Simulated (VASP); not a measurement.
Write the native input for VASP 6.6.1 that does the following.

- Task: single point
- Functional: PBE
- Potentials or basis: VASP PAW PBE potentials, release 64 (Ti_sv, O)
- Cutoff: 520 eV
- k mesh: 3 × 3 × 2
- Occupations: fermi-dirac, width 0.36 eV
- Spin: no spin polarisation
- Dipole correction: no
- Further INCAR settings: ALGO = Normal; EDIFF = 1e-06; NBANDS = 60

The structure of TiO2 lies in POSCAR:

```
TiO2
1.0
    3.9629270000      0.0000000000      0.0000000000
    0.0000000000      3.9629270000      0.0000000000
    0.0000000000      0.0000000000     10.0735580000
Ti O
4 8
Direct
   -0.0636650637     -0.0337881571     -0.0007941583
   -0.0024224519      0.4848436522      0.2472611961
    0.5043494367      0.5427049249      0.4782322194
    0.5291795685      0.0408536418      0.7652311130
    0.0635893621      0.4401544616      0.4574947600
    0.0840287999     -0.0169823971      0.1938341944
   -0.0199852281      0.4821183938      0.0563554605
   -0.0162758486     -0.0832970176      0.7937513240
    0.4854492652      0.0045420973      0.9555710108
    0.4307674605      0.4995802345      0.7455856213
    0.5629424917     -0.0557668612      0.5400574454
    0.5258739311      0.3870876249      0.2932032555
```

The input as run:

INCAR

```
ALGO     = Normal         # electronic algorithm
EDIFF    = 1E-6           # SCF threshold, eV
ENCUT    = 520            # plane-wave cutoff, eV
GGA      = PE             # functional
ISIF     = 2              # what is computed and relaxed
ISMEAR   = -1             # smearing method
LASPH    = True           # aspherical terms in the spheres
LCHARG   = True           # write CHGCAR
LELF     = True           # ELF
LREAL    = False          # projectors in reciprocal space
LVHAR    = True         
LWAVE    = False          # write WAVECAR
NBANDS   = 60             # bands
NELM     = 60             # most SCF steps
PREC     = Accurate       # precision mode
SIGMA    = 0.36           # smearing width, eV
```

KPOINTS

```
k-points
0
Gamma
  3 3 2
```

Potentials or basis: VASP PAW PBE potentials, release 64 (Ti_sv, O).

The run is started by

```sh
$ cat potpaw_PBE.64/Ti_sv/POTCAR potpaw_PBE.64/O/POTCAR > POTCAR
$ mpirun -np 1 vasp_std > vasp.out
```

It gave:

| Property | Result |
| --- | --- |
| Pressure | -11.3 GPa |
| Largest force | 3.096 eV/Å |
| Band gap on the k mesh | 1.76 eV (least direct gap 2.17 eV) |

Caveat: the k points lie up to 0.53 Å⁻¹ apart; so wide a smearing shifts energies and pressures; forces of over 1 eV/Å act on the atoms, so gaps and moduli don't describe the material at rest.

Run time: 2.8 min on 1 thread of Intel Xeon 8259CL, on a shared host, peak memory 0.28 GiB.
